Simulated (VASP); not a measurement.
# CoSi2 (I4/mmm) in VASP: further runs, part 2 of 3

VASP 6.6.1. Earlier steps stand in the parts before.

### Step 3. Single point, PBE (uniaxial strain along c: +3.0 %, then relaxed in part)

File INCAR:

```
SYSTEM = CoSi2
ALGO = Normal ; EDIFF = 1E-6
ENCUT = 520 ; GGA = PE
ISIF = 2 ; ISMEAR = 0
LASPH = .True. ; LCHARG = .False.
LREAL = .False. ; LWAVE = .False.
NBANDS = 26 ; NELM = 100
PREC = Accurate ; SIGMA = 0.1
```

File KPOINTS:

```
k-points
0
Gamma
  10 10 8
  0 0 0
```

File POSCAR:

```
CoSi2
1.0
    2.6500154306      2.6500154306      0.0000000000
   -2.6500154306      2.6500154306      0.0000000000
    0.0000000000      0.0000000000      5.5206744644
Co Si
2 4
Direct
    0.0000000000      0.0000000000      0.0000000000
    0.5000000000      0.5000000000      0.5000000000
    0.0000000000      0.5000000000      0.7500000000
    0.5000000000      0.0000000000      0.7500000000
    0.5000000000      0.0000000000      0.2500000000
    0.0000000000      0.5000000000      0.2500000000
```

Potentials or basis: VASP PAW PBE potentials, release 64 (Co, Si).

Started as:

```
> cat potpaw_PBE.64/Co/POTCAR potpaw_PBE.64/Si/POTCAR > POTCAR
> mpirun -np 1 vasp_std > vasp.out
```

OUTCAR:

```text
SYSTEM = CoSi2
   EDIFF = 1E-6
   ENCUT = 520
   GGA = PE
   ISIF = 2
   ISMEAR = 0
   LASPH = .True.
   LREAL = .False.
   NELM = 100
   PREC = Accurate

 ion  position               nearest neighbor table
   1  0.000  0.000  0.000-   3 2.33   4 2.33   5 2.33   6 2.33   3 2.33   6 2.33   4 2.33   5 2.33

   2  0.500  0.500  0.500-   3 2.33   4 2.33   5 2.33   6 2.33   4 2.33   5 2.33   3 2.33   6 2.33

   3  0.000  0.500  0.750-   1 2.33   2 2.33   1 2.33   2 2.33   4 2.65   4 2.65   4 2.65   4 2.65
                             6 2.76   6 2.76
   4  0.500  0.000  0.750-   1 2.33   2 2.33   2 2.33   1 2.33   3 2.65   3 2.65   3 2.65   3 2.65
                             5 2.76   5 2.76
   5  0.500  0.000  0.250-   1 2.33   2 2.33   2 2.33   1 2.33   6 2.65   6 2.65   6 2.65   6 2.65
                             4 2.76   4 2.76
   6  0.000  0.500  0.250-   1 2.33   2 2.33   1 2.33   2 2.33   5 2.65   5 2.65   5 2.65   5 2.65
                             3 2.76   3 2.76

  LATTYP: Found a simple tetragonal cell.
 ALAT       =     3.7476877625
 C/A-ratio  =     1.4730881584

  Lattice vectors:

 A1 = (   2.6500154306,   2.6500154306,   0.0000000000)
 A2 = (  -2.6500154306,   2.6500154306,   0.0000000000)
 A3 = (   0.0000000000,   0.0000000000,   5.5206744644)

Analysis of symmetry for initial positions (statically):
=====================================================================
 Subroutine PRICEL returns following result:

  LATTYP: Found a body centered tetragonal cell.
 ALAT       =     3.7476877625
 C/A-ratio  =     1.4730881584

  Lattice vectors:

 A1 = (   2.6500154306,   0.0000000000,  -2.7603372322)
 A2 = (  -2.6500154306,   0.0000000000,  -2.7603372322)
 A3 = (   0.0000000000,   2.6500154306,   2.7603372322)

   2 primitive cells build up your supercell.

 Routine SETGRP: Setting up the symmetry group for a
 simple tetragonal supercell.

 Subroutine GETGRP returns: Found 16 space group operations
 (whereof 16 operations were pure point group operations)
[... 145 lines left out ...]
   EFERMI_NEDOS =   21; number of points for ismear=-14 and -15
   IALGO  =     38    algorithm
   IMIX   =      4    mixing-type and parameters
     AMIX     =   0.40;   BMIX     =  1.00
     AMIX_MAG =   1.60;   BMIX_MAG =  1.00
  volume/ion in A,a.u.               =      12.92        87.21
  Fermi-wavevector in a.u.,A,eV,Ry     =   1.243736  2.350320 21.046565  1.546879
  Thomas-Fermi vector in A             =   2.378034
   LORBIT       =      0    0 simple, 1 ext, 2 COOP (PROOUT), +10 PAW based schemes
   GGA     = PE    functional components
   LHFCALC =     F    Hartree Fock is set to
   AEXX    =    0.0000 exact exchange contribution
   IVDW    =     0    specifies the selected vdW correction
   LEPSILON=     F    determine dielectric tensor
   LRPA    =     F    only Hartree local field effects (RPA)
 non-spin polarized calculation
 Gauss-broadening in eV      SIGMA  =   0.10
  energy-cutoff  :      520.00
  volume of cell :       77.54
 maximum number of plane-waves:      2112
 NGX is ok and might be reduce to    28
   NGX = 13   NGY = 13   NGZ = 21

 number of electron      33.9999995 magnetization

 Free energy of the ion-electron system (eV)
  ---------------------------------------------------
  ext. energy  EPLUGINS =         0.00000000
  ---------------------------------------------------
  free energy    TOTEN  =       -38.57399525 eV

  energy without entropy =      -38.56504991  energy(sigma->0) =      -38.56952258

 E-fermi :   9.9599     XC(G=0): -11.7041

 val. band max:        9.9459056262   @ k =   0.3000   0.0000   0.5000
 cond. band min:       9.9677629874   @ k =   0.2000   0.1000   0.1250
 fundamental gap:      0.0218573612
 Fermi energy:         9.9599138123

 k-point     1 :       0.0000    0.0000    0.0000
  band No.  band energies     occupation
      1      -3.0925      2.00000
      2       0.5471      2.00000
      3       2.8246      2.00000
      4       3.8980      2.00000
      5       5.8732      2.00000
      6       5.8732      2.00000
[... 685 lines left out ...]
     25      15.4008      0.00000
     26      15.9408      0.00000

 [... further k-points ...]
[... 5 lines left out ...]
  --------------------------------------------------------------------------------------
  -------------------------------------------------------------------------------------
  Total       -0.0467171     -0.0467171     -1.7439066      0.0000000      0.0000000      0.0000000
  in kB       -0.9653111     -0.9653111    -36.0341975      0.0000000      0.0000000      0.0000000
  external PRESSURE =     -12.6549399 kB  Pullay stress =       0.0000000 kB

 VOLUME and BASIS-vectors are now :
 -----------------------------------------------------------------------------
  energy-cutoff  :      520.00
  volume of cell :       77.54
      direct lattice vectors                 reciprocal lattice vectors
     2.650015431  2.650015431  0.000000000     0.188678147  0.188678147  0.000000000
    -2.650015431  2.650015431  0.000000000    -0.188678147  0.188678147  0.000000000
     0.000000000  0.000000000  5.520674464     0.000000000  0.000000000  0.181137288

 POSITION                                       TOTAL-FORCE (eV/Angst)
 -----------------------------------------------------------------------------------
      0.00000      0.00000      0.00000         0.000000     -0.000000      0.000000
      0.00000      2.65002      2.76034         0.000000     -0.000000     -0.000000
     -1.32501      1.32501      4.14051        -0.000000      0.000000      0.000000
      1.32501      1.32501      4.14051        -0.000000      0.000000      0.000000
      1.32501      1.32501      1.38017        -0.000000      0.000000      0.000000
     -1.32501      1.32501      1.38017        -0.000000      0.000000      0.000000
 -----------------------------------------------------------------------------------
    total drift:                               -0.000000      0.000000      0.000000

  FREE ENERGIE OF THE ION-ELECTRON SYSTEM (eV)
  ---------------------------------------------------
  free  energy   TOTEN  =       -38.5739952509 eV

  energy  without entropy=      -38.5650499091  energy(sigma->0) =      -38.56952258
```

OSZICAR:

```text
N       E                     dE             d eps       ncg     rms          rms(c)
DAV:   1     0.189802158743E+03    0.18980E+03   -0.14027E+04  5468   0.132E+03
DAV:   2    -0.273928533212E+02   -0.21720E+03   -0.20355E+03  5480   0.287E+02
DAV:   3    -0.409838220256E+02   -0.13591E+02   -0.12986E+02  6892   0.834E+01
DAV:   4    -0.414116051526E+02   -0.42778E+00   -0.42552E+00  6820   0.140E+01
DAV:   5    -0.414274841788E+02   -0.15879E-01   -0.15867E-01  7604   0.274E+00    0.202E+01
DAV:   6    -0.489370344189E+02   -0.75096E+01   -0.59085E+01  6808   0.128E+02    0.259E+01
DAV:   7    -0.384649392654E+02    0.10472E+02   -0.27290E+01  6664   0.104E+02    0.538E+00
DAV:   8    -0.387019211972E+02   -0.23698E+00   -0.36476E+00  6640   0.104E+01    0.360E+00
DAV:   9    -0.385754472964E+02    0.12647E+00   -0.33377E-01  6862   0.918E+00    0.893E-01
DAV:  10    -0.385745302484E+02    0.91705E-03   -0.23521E-02  7006   0.132E+00    0.386E-01
DAV:  11    -0.385739749338E+02    0.55531E-03   -0.39159E-03  7134   0.948E-01    0.107E-01
DAV:  12    -0.385740103869E+02   -0.35453E-04   -0.50605E-04  7168   0.323E-01    0.483E-02
DAV:  13    -0.385739957106E+02    0.14676E-04   -0.62915E-05  8086   0.105E-01    0.248E-02
DAV:  14    -0.385739948603E+02    0.85028E-06   -0.12619E-05  8418   0.405E-02    0.650E-03
DAV:  15    -0.385739952509E+02   -0.39058E-06   -0.69638E-07  3342   0.668E-03
   1 F= -.38573995E+02 E0= -.38569523E+02  d E =-.894534E-02
```

Run time: 4.3 min. Hardware: 1 thread of Intel Xeon 6975P-C, shared host; peak memory 0.29 GiB.

Results:

```yaml
Free_energy: -38.5740 eV
Pressure: -1.3 GPa
Band_gap_on_the_k_mesh: zero (band 17 reaches 11.81 eV, above the bottom of band 18 at 8.65 eV)
```

Levels at points of the mesh, in eV from the Fermi level:
```csv
k point,band 14,band 15,band 16,band 17,band 18,band 19,band 20,band 21
"(0.00, 0.00, 0.00)",-1.77,-1.27,0.69,1.72,3.05,3.12,3.20,3.20
"(0.50, 0.00, 0.00)",-1.47,-1.19,-1.19,0.40,0.40,2.71,2.71,3.96
"(0.50, 0.50, 0.00)",-1.84,-1.79,-1.79,-1.31,-1.31,1.45,1.45,2.87
"(0.00, 0.00, 0.50)",-0.54,-0.26,-0.26,-0.26,-0.26,1.48,1.48,3.27
"(0.50, 0.00, 0.50)",-1.56,-0.63,-0.63,-0.32,-0.32,2.71,2.71,3.26
"(0.50, 0.50, 0.50)",-1.79,-1.36,-1.36,-0.74,-0.74,3.41,3.41,3.41
```

Caveat: the cell differs from its parent crystal (uniaxial strain along c: +3.0 %, then relaxed in part).

(Part 2 of 3 ends here.)
